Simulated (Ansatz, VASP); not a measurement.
## Two plane-wave programs on RbBr

```
Rb Br
1.0
     0.00000    3.50873    3.50873
     3.50873    0.00000    3.50873
     3.50873    3.50873    0.00000
Rb Br
1 1
Direct
  0.00000 0.00000 0.00000
  0.50000 0.50000 0.50000
```

Alike in both runs: functional PBE; k mesh 6 × 6 × 6; occupations gaussian, width 0.02 eV; no spin polarisation.

Ansatz relaxed the structure, and its values are those at the end. VASP's run is a single point on that final structure, the one shown.

|  | VASP | Ansatz |
| --- | --- | --- |
| version | VASP 6.6.1 | Ansatz 0.2.0 |
| potentials or method | VASP PAW PBE potentials, release 64 (Rb_sv, Br), cutoff 500 eV | scalar-relativistic, plane waves, PAW |
| valence electrons in the cell | 16 | 16 |

|  | VASP | Ansatz | Ansatz less VASP |
| --- | --- | --- | --- |
| gap on the k mesh at the Fermi level (eV) | 4.19 | 4.19 | +0.002 |
| least direct gap on the mesh (eV) | 4.19 | 4.19 | +0.002 |
| pressure (GPa) | 0.0 | 0.0 | -0.01 |
